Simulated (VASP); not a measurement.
Write the native input for VASP 6.6.1 that does the following.

| Item | Value |
| --- | --- |
| Task | single point |
| Functional | PBE |
| Dispersion | D3(BJ) |
| Potentials or basis | VASP PAW PBE potentials, release 64 (Si, O) |
| Cutoff | 520 eV |
| k mesh | 6 × 6 × 6 |
| Occupations | fermi-dirac, width 0.05 eV |
| Spin | no spin polarisation |
| Dipole correction | no |
| Further INCAR settings | ALGO = Normal; EDIFF = 1e-06; NBANDS = 44 |

The structure of SiO2 lies in POSCAR:

```
SiO2
1.0
   -4.4720405200      4.4720405200      2.6117703500
    4.4720405200     -4.4720405200      2.6117703500
    4.4720405200      4.4720405200     -2.6117703500
Si O
4 8
Direct
    0.8231114200      0.8231114200      0.6462228400
    0.1768885800      0.8231114200      0.0000000000
    0.8231114200      0.1768885800      0.0000000000
    0.1768885800      0.1768885800      0.3537771600
    0.0000000000      0.7914513400      0.7914513400
    0.2085486600      0.0000000000      0.2085486600
    0.7914513400      0.0000000000      0.7914513400
    0.0000000000      0.2085486600      0.2085486600
    0.0000000000      0.0000000000      0.5000000000
    0.5000000000      0.0000000000      0.0000000000
    0.0000000000      0.5000000000      0.0000000000
    0.5000000000      0.5000000000      0.5000000000
```

These files were run (other wordings do the same):

INCAR

```
SYSTEM = SiO2
ALGO = Normal
EDIFF = 1E-6
ENCUT = 520
GGA = PE
ISIF = 2
ISMEAR = -1
IVDW = 12
LASPH = .TRUE.
LCHARG = .FALSE.
LREAL = .FALSE.
LWAVE = .FALSE.
NBANDS = 44
NELM = 80
PREC = Accurate
SIGMA = 0.05
```

KPOINTS

```
k-points
0
G
  6 6 6
  0 0 0
```

Potentials or basis: VASP PAW PBE potentials, release 64 (Si, O).

The run is started by

```sh
$ cat potpaw_PBE.64/Si/POTCAR potpaw_PBE.64/O/POTCAR > POTCAR
$ mpirun -np 1 vasp_std > vasp.out
```

Results of the run:

```json
{
 "Pressure": "2.8 GPa",
 "Largest force": "0.198 eV/Å",
 "Band gap on the k mesh": "5.45 eV (least direct gap 5.46 eV)",
 "Dispersion energy per atom": "-0.098 eV"
}
```

Caveat: three body term missing.

Wall time 12 min on 1 thread of Oxide Virtual Turin-like Processor, with other jobs on the host, peak memory 0.47 GiB.
